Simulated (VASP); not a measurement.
Ti2NbB3:

```
Ti Nb B
1.0
     2.83036    0.00000    0.00000
     0.00000    2.83036    0.00000
     0.00000    0.00000   10.53234
Ti Nb B
2 1 3
Direct
  0.50000 0.50000 0.86814
  0.50000 0.50000 0.13186
  0.00000 0.00000 0.00000
  0.00000 0.00000 0.66477
  0.00000 0.00000 0.33523
  0.50000 0.50000 0.50000
```

- Program: VASP 6.6.1
- Task: relaxation of cell and atoms
- Functional: PBE
- Potentials or basis: VASP PAW PBE potentials, release 64 (Ti_sv, Nb_sv, B)
- Cutoff: 600 eV
- k mesh: 6 × 6 × 2
- Occupations: gaussian, width 0.1 eV
- Spin: no spin polarisation

At the start: pressure 13.0 GPa; volume 14.06 Å³/atom.

How do energy, volume and symmetry change on relaxing?

Over 33 steps the energy falls by 1588.2 meV/atom and the volume is 11.86 Å³/atom (-15.7 %); space group P4/mmm (No. 123, to 0.05 Å).

The path:
```
step  energy change (eV)  largest force (eV/Å)  pressure (GPa)  volume (Å³)
   1              0.0000                6.0937           12.97        84.37
   2             -2.2365                2.1612          -13.27        98.92
   3             -2.2520                2.1152          -14.53       100.26
   4             -5.1322                2.7675          -12.87        86.99
   5             -5.6132                5.6557           55.54        60.75
   6             -6.4712                2.7440           -6.14        78.48
   7             -7.9124                1.3043           11.05        69.40
   8             -7.9365                1.4457           16.44        67.74
   9             -6.4528                7.2359           27.34        68.09
  10             -8.1400                1.3695           16.75        67.93
  11             -8.5246                0.6244           -5.06        76.24
  12             -8.5401                0.7156           -1.93        74.72
  13             -8.6312                0.9126           -1.93        74.38
  14             -8.8392                1.3061           -0.58        73.25
  15             -8.4401                3.4817           12.40        70.42
  16             -8.8442                1.7471            1.20        72.69
  17             -8.8441                1.9425            2.08        72.38
  18             -8.8673                1.9421            2.06        72.34
  19             -8.9317                1.9502            2.13        72.21
  20             -9.0023                1.7773            3.39        71.93
  21             -9.0876                1.4531            2.37        72.15
  22             -9.2717                0.5730           -0.39        72.80
  23             -9.3221                1.2356           -3.99        74.08
  24             -9.3512                0.6436           -2.93        73.62
  25             -9.3820                0.6268           -2.38        73.16
  26             -9.4528                0.5599           -0.41        71.78
  27             -9.4807                0.5191            4.94        69.01
  28             -9.4900                0.5281            3.07        69.91
  29             -9.5193                0.3209            1.10        70.58
  30             -9.5247                0.2312           -0.08        71.01
  31             -9.5289                0.0924            0.03        71.08
  32             -9.5292                0.0458            0.05        71.10
  33             -9.5295                0.0194           -0.02        71.13
```

Final structure:
```
Ti Nb B
1.0
     3.07115    0.00000    0.00000
     0.00000    3.07115    0.00000
     0.00000    0.00000    7.54174
Ti Nb B
2 1 3
Direct
  0.50000 0.50000 0.78784
  0.50000 0.50000 0.21216
  0.00000 0.00000 0.00000
  0.00000 0.00000 0.61535
  0.00000 0.00000 0.38465
  0.50000 0.50000 0.50000
```

Caveat: the k points lie up to 0.42 Å⁻¹ apart in the final cell; the volume moved by over 15 % at a fixed basis, so the end points are rough.
